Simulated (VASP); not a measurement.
Here is a VASP 6.6.1 calculation.

INCAR

```
SYSTEM = Nb
ALGO = Normal
EDIFF = 1E-8
ENCUT = 520
GGA = PE
ISIF = 2
ISMEAR = -1
LASPH = .True.
LCHARG = .False.
LEFG = .True.
LREAL = .False.
LWAVE = .False.
NBANDS = 12
NELM = 60
PREC = Accurate
SIGMA = 0.08
```

KPOINTS

```
k-points
0
Gamma
  13 13 13
  0 0 0
```

File POSCAR:

```
Nb
1.0
    0.0000000000      2.1079263686      2.1079263686
    2.1079263686      0.0000000000      2.1079263686
    2.1079263686      2.1079263686      0.0000000000
Nb
1
Direct
    0.0000000000      0.0000000000      0.0000000000
```

Potentials or basis: VASP PAW PBE potentials, release 64 (Nb_sv).

Launch:

```sh
$ cat potpaw_PBE.64/Nb_sv/POTCAR > POTCAR
$ mpirun -np 1 vasp_std > vasp.out
```

**Question.** What does it give for the pressure?

**Answer.** 0.2 GPa.

Caveat: without QUAD_EFG the Cq values of the log hold for a quadrupole moment of 1 mb, not for the nuclei.
